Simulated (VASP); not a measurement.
# C (P6_3/mmc) in VASP: further runs

The runs below take C through single point, with PBE.

The COD entry that gives the cell may itself be a prediction, so a difference from it is no test against experiment.

Program: VASP 6.6.1. These are calculated values, not measurements. Logs are shortened: lines on timing, memory, paths and dates and some standing lists are left out, and cuts for length are marked.

### 1 The cell of the first run

The structure is hexagonal, space group P6_3/mmc (No. 194). The conventional cell has a = 2.522 Å, b = 2.522 Å, c = 8.237 Å, α = 90.00°, β = 90.00°, γ = 120.00°. C (site symmetry 3m) has 4 C at 1.54 Å within 2.1 Å. C (site symmetry 3m) has 4 C at 1.54 Å within 2.1 Å.

### 2 Single point, PBE

Input file INCAR:

```
SYSTEM = C
  PREC = Accurate
  ENCUT = 600
  EDIFF = 1E-6
  ISMEAR = 0
  SIGMA = 0.01
  LREAL = .FALSE.
  LASPH = .TRUE.
  NELM = 120
  ALGO = Normal
  ISIF = 2
  LWAVE = .FALSE.
  LCHARG = .TRUE.
  GGA = PE
  LELF = .TRUE.
  LVHAR = .TRUE.
  NBANDS = 26
  GGA_COMPAT = .FALSE.
```

Input file KPOINTS:

```
Automatic mesh
0
G
  6 6 2
  0 0 0
```

Input file POSCAR:

```
C
1.0
    2.5221000000      0.0000000000      0.0000000000
   -1.2610500000      2.1842026709      0.0000000000
    0.0000000000      0.0000000000      8.2371000000
C
8
Direct
    0.6666666667      0.3333333333      0.8437500000
    0.3333333333      0.6666666667      0.3437500000
    0.6666666667      0.3333333333      0.6562500000
    0.3333333333      0.6666666667      0.1562500000
    0.0000000000      0.0000000000      0.9062500000
    0.0000000000      0.0000000000      0.4062500000
    0.0000000000      0.0000000000      0.5937500000
    0.0000000000      0.0000000000      0.0937500000
```

Potentials or basis: VASP PAW PBE potentials, release 64 (C).

The run is started by

```
$ cat potpaw_PBE.64/C/POTCAR > POTCAR
$ mpirun -np 1 vasp_std > vasp.out
```

OUTCAR:

```text
SYSTEM = C
   PREC = Accurate
   ENCUT = 600
   EDIFF = 1E-6
   ISMEAR = 0
   LREAL = .FALSE.
   LASPH = .TRUE.
   NELM = 120
   ISIF = 2
   GGA = PE

 ion  position               nearest neighbor table
   1  0.667  0.333  0.844-   3 1.54   5 1.54   5 1.54   5 1.54
   2  0.333  0.667  0.344-   4 1.54   6 1.54   6 1.54   6 1.54
   3  0.667  0.333  0.656-   1 1.54   7 1.54   7 1.54   7 1.54
   4  0.333  0.667  0.156-   2 1.54   8 1.54   8 1.54   8 1.54
   5  0.000  0.000  0.906-   8 1.54   1 1.54   1 1.54   1 1.54
   6  0.000  0.000  0.406-   7 1.54   2 1.54   2 1.54   2 1.54
   7  0.000  0.000  0.594-   6 1.54   3 1.54   3 1.54   3 1.54
   8  0.000  0.000  0.094-   5 1.54   4 1.54   4 1.54   4 1.54

  LATTYP: Found a hexagonal cell.
 ALAT       =     2.5221000000
 C/A-ratio  =     3.2659688355

  Lattice vectors:

 A1 = (   2.5221000000,   0.0000000000,   0.0000000000)
 A2 = (  -1.2610500000,   2.1842026709,   0.0000000000)
 A3 = (   0.0000000000,   0.0000000000,   8.2371000000)

Analysis of symmetry for initial positions (statically):
=====================================================================
 Subroutine PRICEL returns:
 Original cell was already a primitive cell.

 Routine SETGRP: Setting up the symmetry group for a
 hexagonal supercell.

 Subroutine GETGRP returns: Found 24 space group operations
 (whereof 12 operations were pure point group operations)
 out of a pool of 24 trial point group operations.

The static configuration has the point symmetry D_3d.
 The point group associated with its full space group is D_6h.

Analysis of symmetry for dynamics (positions and initial velocities):
=====================================================================
 Subroutine PRICEL returns:
 Original cell was already a primitive cell.

 Routine SETGRP: Setting up the symmetry group for a
 hexagonal supercell.

 Subroutine GETGRP returns: Found 24 space group operations
 (whereof 12 operations were pure point group operations)
 out of a pool of 24 trial point group operations.

The dynamic configuration has the point symmetry D_3d.
 The point group associated with its full space group is D_6h.

 Subroutine INISYM returns: Found 24 space group operations
 (whereof 12 operations are pure point group operations),
 and found     1 'primitive' translations

[... 99 lines left out ...]
   IBRION =     -1    ionic relax: 0-MD 1-quasi-New 2-CG
   NFREE  =      0    steps in history (QN), initial steepest desc. (CG)
   ISIF   =      2    stress and relaxation
   ISYM   =      2    0-nonsym 1-usesym 2-fastsym
   POTIM  = 0.5000    time-step for ionic-motion
   TEBEG  =    0.0;   TEEND  =   0.0 temperature during run
   PSTRESS=    0.0 pullay stress
   NELECT =      32.0000    total number of electrons
   NUPDOWN=      -1.0000    fix difference up-down
   EMIN   =  10.00;   EMAX   =-10.00  energy-range for DOS
   EFERMI =   0.00;   METHOD = LEGACY
   ISMEAR =     0;   SIGMA  =   0.01  broadening in eV -4-tet -1-fermi 0-gaus
   EFERMI_NEDOS =   21; number of points for ismear=-14 and -15
   IALGO  =     38    algorithm
   IMIX   =      4    mixing-type and parameters
     AMIX     =   0.40;   BMIX     =  1.00
     AMIX_MAG =   1.60;   BMIX_MAG =  1.00
  volume/ion in A,a.u.               =       5.67        38.28
  Fermi-wavevector in a.u.,A,eV,Ry     =   1.457186  2.753682 28.890486  2.123391
  Thomas-Fermi vector in A             =   2.574017
   LORBIT       =      0    0 simple, 1 ext, 2 COOP (PROOUT), +10 PAW based schemes
   GGA     = PE    functional components
   LHFCALC =     F    Hartree Fock is set to
   AEXX    =    0.0000 exact exchange contribution
   IVDW    =     0    specifies the selected vdW correction
   LEPSILON=     F    determine dielectric tensor
   LRPA    =     F    only Hartree local field effects (RPA)
 non-spin polarized calculation
 Gauss-broadening in eV      SIGMA  =   0.01
  energy-cutoff  :      600.00
  volume of cell :       45.38
 maximum number of plane-waves:      1534
   NGX = 11   NGY = 11   NGZ = 33

 number of electron      31.9999998 magnetization

 Free energy of the ion-electron system (eV)
  ---------------------------------------------------
  ext. energy  EPLUGINS =         0.00000000
  ---------------------------------------------------
  free energy    TOTEN  =       -72.64675137 eV

  energy without entropy =      -72.64675137  energy(sigma->0) =      -72.64675137

 E-fermi :   9.9656     XC(G=0): -13.2470

 val. band max:        9.8676622604   @ k =   0.0000   0.0000   0.0000
 cond. band min:      14.3270768054   @ k =   0.5000   0.0000   0.0000
 fundamental gap:      4.4594145450
 Fermi energy:         9.9656015154

 k-point     1 :       0.0000    0.0000    0.0000
  band No.  band energies     occupation
      1     -11.7602      2.00000
      2     -10.0668      2.00000
      3     -10.0161      2.00000
      4      -5.9501      2.00000
      5      -3.6627      2.00000
      6       3.1288      2.00000
[... 395 lines left out ...]
     25      22.1780      0.00000
     26      22.1781      0.00000

------------------------ aborting loop because EDIFF is reached ----------------------------------------

  FORCE on cell =-STRESS in cart. coord.  units (eV):
  Direction    XX          YY          ZZ          XY          YZ          ZX
  --------------------------------------------------------------------------------------
  -------------------------------------------------------------------------------------
  Total       -0.4831519     -0.4831519      2.9199795      0.0000000     -0.0000000      0.0000000
  in kB      -17.0594379    -17.0594379    103.1005096      0.0000000     -0.0000000      0.0000000
  external PRESSURE =      22.9938779 kB  Pullay stress =       0.0000000 kB

 VOLUME and BASIS-vectors are now :
 -----------------------------------------------------------------------------
  energy-cutoff  :      600.00
  volume of cell :       45.38
      direct lattice vectors                 reciprocal lattice vectors
     2.522100000  0.000000000  0.000000000     0.396494984  0.228916486  0.000000000
    -1.261050000  2.184202671  0.000000000     0.000000000  0.457832972  0.000000000
     0.000000000  0.000000000  8.237100000     0.000000000  0.000000000  0.121401950

 POSITION                                       TOTAL-FORCE (eV/Angst)
 -----------------------------------------------------------------------------------
      1.26105      0.72807      6.95005         0.000000     -0.000000      0.329345
     -0.00000      1.45614      2.83150         0.000000     -0.000000      0.329345
      1.26105      0.72807      5.40560        -0.000000      0.000000     -0.329345
     -0.00000      1.45614      1.28705        -0.000000     -0.000000     -0.329345
      0.00000      0.00000      7.46487        -0.000000     -0.000000      0.323244
      0.00000      0.00000      3.34632        -0.000000      0.000000      0.323244
      0.00000      0.00000      4.89078        -0.000000     -0.000000     -0.323244
      0.00000      0.00000      0.77223        -0.000000     -0.000000     -0.323244
 -----------------------------------------------------------------------------------
    total drift:                               -0.000000      0.000000      0.000000

  FREE ENERGIE OF THE ION-ELECTRON SYSTEM (eV)
  ---------------------------------------------------
  free  energy   TOTEN  =       -72.6467513742 eV

  energy  without entropy=      -72.6467513742  energy(sigma->0) =      -72.64675137
```

OSZICAR:

```text
N       E                     dE             d eps       ncg     rms          rms(c)
DAV:   1     0.759588050016E+02    0.75959E+02   -0.17911E+04   728   0.133E+03
DAV:   2    -0.697656032130E+02   -0.14572E+03   -0.13589E+03   970   0.246E+02
DAV:   3    -0.751586716624E+02   -0.53931E+01   -0.53485E+01   988   0.413E+01
DAV:   4    -0.752073913736E+02   -0.48720E-01   -0.48626E-01   956   0.435E+00
DAV:   5    -0.752082570566E+02   -0.86568E-03   -0.86524E-03   986   0.521E-01    0.110E+01
DAV:   6    -0.732883199410E+02    0.19199E+01   -0.12381E+00   834   0.596E+00    0.658E+00
DAV:   7    -0.726429253896E+02    0.64539E+00   -0.15113E+00   848   0.681E+00    0.140E+00
DAV:   8    -0.726465103352E+02   -0.35849E-02   -0.35414E-02   932   0.101E+00    0.740E-02
DAV:   9    -0.726466731742E+02   -0.16284E-03   -0.43694E-04   922   0.135E-01    0.323E-02
DAV:  10    -0.726467511655E+02   -0.77991E-04   -0.70808E-05   906   0.585E-02    0.829E-03
DAV:  11    -0.726467513742E+02   -0.20872E-06   -0.13817E-06   758   0.812E-03
   1 F= -.72646751E+02 E0= -.72646751E+02  d E =-.344268E-45
```

stdout:

```text
POSCAR found type information on POSCAR C
 POSCAR found :  1 types and       8 ions
 scaLAPACK will be used
 LDA part: xc-table for (Slater+PW92), standard interpolation
 POSCAR, INCAR and KPOINTS ok, starting setup
 FFT: planning ... GRIDC
 FFT: planning ... GRID_SOFT
 FFT: planning ... GRID
 WAVECAR not read
 entering main loop
```

Wall time 26 s (1 thread of Intel Xeon 8259CL, shared host); peak memory 0.16 GiB.

Results:

```
Free energy            : -72.6468 eV
Pressure               : 2.3 GPa
Largest force          : 0.329 eV/Å
Band gap on the k mesh : 4.46 eV, indirect (least direct gap 5.18 eV)
```

Forces on the atoms (eV/Å):
```
C    0.000  0.000  0.329
C    0.000  0.000  0.329
C    0.000  0.000 -0.329
C    0.000  0.000 -0.329
C    0.000  0.000  0.323
C    0.000  0.000  0.323
C    0.000  0.000 -0.323
C    0.000  0.000 -0.323
```

Stress tensor (GPa, compression positive):
```
-1.71  0.00  0.00
 0.00 -1.71  0.00
 0.00  0.00 10.31
```

Caveat: the k points lie up to 0.48 Å⁻¹ apart.

### 3 Single point, PBE

Input file INCAR:

```
SYSTEM = C
ALGO = Normal
EDIFF = 1E-6
ENCUT = 600
GGA = PE
GGA_COMPAT = .False.
ISIF = 2
ISMEAR = -1
LASPH = .True.
LCHARG = .False.
LREAL = .False.
LWAVE = .False.
NBANDS = 26
NELM = 120
PREC = Accurate
SIGMA = 0.02
```

Input file KPOINTS:

```
k-points
0
Gamma
  12 12 4
  0 0 0
```

POSCAR is that of step 2.

Potentials or basis: VASP PAW PBE potentials, release 64 (C).

The run is started by

```
$ cat potpaw_PBE.64/C/POTCAR > POTCAR
$ mpirun -np 1 vasp_std > vasp.out
```

OUTCAR:

```text
SYSTEM = C
   EDIFF = 1E-6
   ENCUT = 600
   GGA = PE
   ISIF = 2
   ISMEAR = -1
   LASPH = .True.
   LREAL = .False.
   NELM = 120
   PREC = Accurate

 ion  position               nearest neighbor table
   1  0.667  0.333  0.844-   3 1.54   5 1.54   5 1.54   5 1.54
   2  0.333  0.667  0.344-   4 1.54   6 1.54   6 1.54   6 1.54
   3  0.667  0.333  0.656-   1 1.54   7 1.54   7 1.54   7 1.54
   4  0.333  0.667  0.156-   2 1.54   8 1.54   8 1.54   8 1.54
   5  0.000  0.000  0.906-   8 1.54   1 1.54   1 1.54   1 1.54
   6  0.000  0.000  0.406-   7 1.54   2 1.54   2 1.54   2 1.54
   7  0.000  0.000  0.594-   6 1.54   3 1.54   3 1.54   3 1.54
[... 910 lines left out ...]
  Total       -0.5229107     -0.5229107      2.9622562      0.0000000      0.0000000      0.0000000
  in kB      -18.4632654    -18.4632654    104.5932433      0.0000000      0.0000000      0.0000000
  external PRESSURE =      22.5555709 kB  Pullay stress =       0.0000000 kB

 VOLUME and BASIS-vectors are now :
 -----------------------------------------------------------------------------
  energy-cutoff  :      600.00
  volume of cell :       45.38
      direct lattice vectors                 reciprocal lattice vectors
     2.522100000  0.000000000  0.000000000     0.396494984  0.228916486  0.000000000
    -1.261050000  2.184202671  0.000000000     0.000000000  0.457832972  0.000000000
     0.000000000  0.000000000  8.237100000     0.000000000  0.000000000  0.121401950

 POSITION                                       TOTAL-FORCE (eV/Angst)
 -----------------------------------------------------------------------------------
      1.26105      0.72807      6.95005         0.000000     -0.000000      0.319697
     -0.00000      1.45614      2.83150         0.000000      0.000000      0.319697
      1.26105      0.72807      5.40560        -0.000000     -0.000000     -0.319697
     -0.00000      1.45614      1.28705        -0.000000      0.000000     -0.319697
      0.00000      0.00000      7.46487         0.000000      0.000000      0.328462
      0.00000      0.00000      3.34632        -0.000000      0.000000      0.328462
      0.00000      0.00000      4.89078         0.000000      0.000000     -0.328462
      0.00000      0.00000      0.77223        -0.000000      0.000000     -0.328462
 -----------------------------------------------------------------------------------
    total drift:                               -0.000000      0.000000      0.000000

  FREE ENERGIE OF THE ION-ELECTRON SYSTEM (eV)
  ---------------------------------------------------
  free  energy   TOTEN  =       -72.6672472458 eV

  energy  without entropy=      -72.6672472457  energy(sigma->0) =      -72.66724725
```

OSZICAR:

```text
N       E                     dE             d eps       ncg     rms          rms(c)
DAV:   1     0.777590493695E+02    0.77759E+02   -0.18246E+04  2964   0.135E+03
DAV:   2    -0.693796479259E+02   -0.14714E+03   -0.13763E+03  3942   0.243E+02
DAV:   3    -0.751681543314E+02   -0.57885E+01   -0.57410E+01  4044   0.421E+01
DAV:   4    -0.752223095124E+02   -0.54155E-01   -0.54066E-01  3732   0.447E+00
DAV:   5    -0.752231483179E+02   -0.83881E-03   -0.83809E-03  4014   0.521E-01    0.110E+01
DAV:   6    -0.733070679154E+02    0.19161E+01   -0.12364E+00  3436   0.596E+00    0.658E+00
DAV:   7    -0.726634057404E+02    0.64366E+00   -0.15054E+00  3544   0.680E+00    0.140E+00
DAV:   8    -0.726670066751E+02   -0.36009E-02   -0.35675E-02  3812   0.102E+00    0.745E-02
DAV:   9    -0.726671695995E+02   -0.16292E-03   -0.45545E-04  3918   0.138E-01    0.323E-02
DAV:  10    -0.726672464394E+02   -0.76840E-04   -0.67631E-05  3674   0.572E-02    0.837E-03
DAV:  11    -0.726672472458E+02   -0.80630E-06   -0.17609E-06  3242   0.924E-03
   1 F= -.72667247E+02 E0= -.72667247E+02  d E =-.345010E-11
```

Wall time 90 s (1 thread of Intel Xeon 8259CL, shared host); peak memory 0.2 GiB.

Results:

```
Free energy            : -72.6672 eV
Pressure               : 2.3 GPa
Largest force          : 0.328 eV/Å
Band gap on the k mesh : 4.41 eV, indirect (least direct gap 5.18 eV)
```

Forces on the atoms (eV/Å):
```
C    0.000  0.000  0.320
C    0.000  0.000  0.320
C    0.000  0.000 -0.320
C    0.000  0.000 -0.320
C    0.000  0.000  0.328
C    0.000  0.000  0.328
C    0.000  0.000 -0.328
C    0.000  0.000 -0.328
```

Stress tensor (GPa, compression positive):
```
-1.85  0.00  0.00
 0.00 -1.85  0.00
 0.00  0.00 10.46
```
